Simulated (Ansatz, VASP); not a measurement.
# Two plane-wave programs on NaCdI3

```xyz
5
Lattice="6.0344 0.0000 0.0000 0.0000 6.0344 0.0000 0.0000 0.0000 6.0344" Properties=species:S:1:pos:R:3 pbc="T T T"
Na    0.0000    0.0000    0.0000
Cd    3.0172    3.0172    3.0172
I     3.0172    3.0172    0.0000
I     3.0172    0.0000    3.0172
I     0.0000    3.0172    3.0172
```

Alike in both runs: task single point; functional r2SCAN; k mesh 4 × 4 × 4; occupations fermi-dirac, width 0.02 eV; no spin polarisation.

|  | VASP | Ansatz |
| --- | --- | --- |
| version | VASP 6.6.1 | Ansatz 0.2.0 |
| potentials or method | VASP PAW PBE potentials, release 64 (Na_pv, Cd, I) | plane waves, PAW |
| plane-wave cutoff (eV) | 520 | 500 |
| valence electrons in the cell | 40 | 80 |

```tsv
	VASP	Ansatz	Ansatz less VASP
pressure (GPa)	-1.1	-1.1	-0.03
```

VASP's potentials were made for PBE, not for r2SCAN. With one functional, cell and mesh, what is left measures potentials, basis and numerics. VASP's potentials hold 40 valence electrons a cell and Ansatz's 80, so a difference there can come from the potentials and not from the codes.

Neither program's run includes spin-orbit coupling.
